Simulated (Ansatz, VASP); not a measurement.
**BaTe: VASP beside Ansatz**

INCAR

```
SYSTEM = BaTe
PREC = Accurate
ENCUT = 520
EDIFF = 1E-6
ISMEAR = 0
SIGMA = 0.01
LREAL = .FALSE.
LASPH = .TRUE.
NELM = 60
ALGO = Normal
ISIF = 2
LWAVE = .FALSE.
LCHARG = .FALSE.
GGA = PE
NBANDS = 24
```

File KPOINTS:

```
Automatic mesh
0
G
  6 6 4
  0 0 0
```

File POSCAR:

```
BaTe
1.0
    4.8950483380      0.0000000000      0.0000000000
   -2.4475241690      4.2392362135      0.0000000000
    0.0000000000      0.0000000000      8.5909511542
Ba Te
2 2
Direct
    0.0000000000      0.0000000000      0.0000000000
    0.0000000000      0.0000000000      0.5000000000
    0.3333333333      0.6666666667      0.2500000000
    0.6666666667      0.3333333333      0.7500000000
```

Input for Ansatz:

```yaml
crystal:
  lattice:
    - [4.895048338, 0.0, 0.0]
    - [-2.447524169, 4.2392362135, 0.0]
    - [0.0, 0.0, 8.5909511542]
  atoms:
    - { symbol: Ba, position: [0.0, 0.0, 0.0] }
    - { symbol: Ba, position: [0.0, 0.0, 0.5] }
    - { symbol: Te, position: [0.3333333333, 0.6666666667, 0.25] }
    - { symbol: Te, position: [0.6666666667, 0.3333333333, 0.75] }
kpoints:
  mp_grid: { grid: [6, 6, 4] }
hamiltonian:
  xc: pbe
scf:
  occupations: { method: fixed }
  n_extra_bands: 5
output:
  forces: true
  stress: true
  eigenvalues: true
```

Alike in both runs: task single point; functional PBE; k mesh 6 × 6 × 4; no spin polarisation.

```csv
,VASP,Ansatz
version,VASP 6.6.1,Ansatz 0.2.0
potentials or method,"VASP PAW PBE potentials, release 64 (Ba_sv, Te)","plane waves, PAW"
plane-wave cutoff (eV),520,420
occupations,"gaussian, width 0.01 eV",fixed
valence electrons in the cell,32,52
```

```tsv
	VASP	Ansatz	Ansatz less VASP
gap on the k mesh at the Fermi level (eV)	1.67	1.75	+0.080
pressure (GPa)	0.4	0.0	-0.31
```

VASP's potentials hold 32 valence electrons a cell and Ansatz's 52, so a difference there can come from the potentials and not from the codes.

Spin-orbit coupling is off throughout.
